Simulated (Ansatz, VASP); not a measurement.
# Ir in VASP and in Ansatz

```
Ir
1.0
     0.00000    1.90609    1.90609
     1.90609    0.00000    1.90609
     1.90609    1.90609    0.00000
Ir
1
Direct
  0.00000 0.00000 0.00000
```

Alike in both runs: task single point; functional LDA; k mesh 14 × 14 × 14; occupations methfessel-paxton of order 1, width 0.3 eV; no spin polarisation.

```csv
,VASP,Ansatz
version,VASP 6.6.1,Ansatz 0.2.0
potentials or method,"VASP PAW LDA potentials, release 64 (Ir), cutoff 520 eV","plane waves (420 eV) with PAW, scalar-relativistic"
valence electrons in the cell,9,17
```

Ansatz gave:

```
pressure (GPa) : -0.2
```

**Question.** Which values does VASP return?

**Answer.** Pressure (GPa): 2.4.

Ansatz warns that its potentials were made for another functional, while VASP's fit it. LDA's correlation is that of Perdew and Zunger in VASP and of Perdew and Wang (1992) in Ansatz. VASP's potentials hold 9 valence electrons a cell and Ansatz's 17, so a difference there can come from the potentials and not from the codes.

Spin-orbit coupling is off throughout.
